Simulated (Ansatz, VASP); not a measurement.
# AlN in VASP and in Ansatz

Contents of INCAR:

```
  PREC = Accurate
  ENCUT = 520
  EDIFF = 1E-6
  ISMEAR = 0
  SIGMA = 0.05
  LREAL = Auto
  LASPH = T
  NELM = 60
  ALGO = Normal
  ISIF = 2
  LWAVE = F
  LCHARG = F
  GGA = PE
  NBANDS = 46
```

KPOINTS

```
regular mesh
0
Gamma
  4 8 3
```

Contents of POSCAR:

```
AlN
1.0
   -1.5651197814     -2.7108669814      5.0179796556
    1.5651197814     -2.7108669814      0.0000000000
    6.8865270384      1.0843467925      8.0287674490
Al N
8 8
Direct
    0.6090938972      0.9991356412      0.0981155127
    0.4090938972      0.4991356413      0.8481155127
    0.2090938972      0.4991356413      0.3481155127
   -0.1909061028      0.9991356413      0.5981155127
    0.7757605638      0.2491356413      0.3064488460
    0.1757605638      0.7491356413      0.0564488460
    0.3757605638      0.7491356413      0.5564488460
   -0.0242394362      0.2491356413      0.8064488460
    0.8380194362      0.8083643587      0.1935011540
   -0.3619805638      0.3083643587      0.9435011540
    0.4380194362      0.3083643587      0.4435011540
    0.0380194362      0.8083643587      0.6935011540
    0.0046861028      0.0583643588      0.4018344873
    0.4046861028      0.5583643588      0.1518344873
    0.6046861028      0.5583643588      0.6518344873
    0.2046861028      0.0583643588      0.9018344873
```

Input for Ansatz:

```yaml
crystal:
  lattice:
    - [-1.5651197814, -2.7108669814, 5.0179796556]
    - [1.5651197814, -2.7108669814, 0.0]
    - [6.8865270384, 1.0843467925, 8.028767449]
  atoms:
    - { symbol: Al, position: [0.6090938972, 0.9991356412, 0.0981155127] }
    - { symbol: Al, position: [0.4090938972, 0.4991356413, 0.8481155127] }
    - { symbol: Al, position: [0.2090938972, 0.4991356413, 0.3481155127] }
    - { symbol: Al, position: [-0.1909061028, 0.9991356413, 0.5981155127] }
    - { symbol: Al, position: [0.7757605638, 0.2491356413, 0.306448846] }
    - { symbol: Al, position: [0.1757605638, 0.7491356413, 0.056448846] }
    - { symbol: Al, position: [0.3757605638, 0.7491356413, 0.556448846] }
    - { symbol: Al, position: [-0.0242394362, 0.2491356413, 0.806448846] }
    - { symbol: "N", position: [0.8380194362, 0.8083643587, 0.193501154] }
    - { symbol: "N", position: [-0.3619805638, 0.3083643587, 0.943501154] }
    - { symbol: "N", position: [0.4380194362, 0.3083643587, 0.443501154] }
    - { symbol: "N", position: [0.0380194362, 0.8083643587, 0.693501154] }
    - { symbol: "N", position: [0.0046861028, 0.0583643588, 0.4018344873] }
    - { symbol: "N", position: [0.4046861028, 0.5583643588, 0.1518344873] }
    - { symbol: "N", position: [0.6046861028, 0.5583643588, 0.6518344873] }
    - { symbol: "N", position: [0.2046861028, 0.0583643588, 0.9018344873] }
basis:
  ecutwfc: 420
kpoints:
  mp_grid: { grid: [4, 8, 3] }
hamiltonian:
  xc: pbe
scf:
  occupations: { method: gaussian, width: 0.05 }
output:
  forces: true
  stress: true
  eigenvalues: true
```

Alike in both runs: task single point; functional PBE; k mesh 4 × 8 × 3; occupations gaussian, width 0.05 eV; no spin polarisation.

```csv
,VASP,Ansatz
version,VASP 6.6.1,Ansatz 0.2.0
potentials or method,"VASP PAW PBE potentials, release 64 (Al, N), cutoff 520 eV","scalar-relativistic, plane waves, PAW"
valence electrons in the cell,64,64
```

|  | VASP | Ansatz | Ansatz less VASP |
| --- | --- | --- | --- |
| gap on the k mesh at the Fermi level (eV) | 0.06 | 0.06 | +0.002 |
| least direct gap on the mesh (eV) | 0.07 | 0.07 | +0.002 |
| pressure (GPa) | 8.2 | 8.4 | +0.20 |
| traceless stress, the component that is largest in VASP (GPa) | 9.52 | 9.51 | -0.010 |
| rms of the force components (eV/Å) | 2.026 | 2.018 | -0.0077 |

Atom by atom the forces differ by 0.013 eV/Å (rms over components).
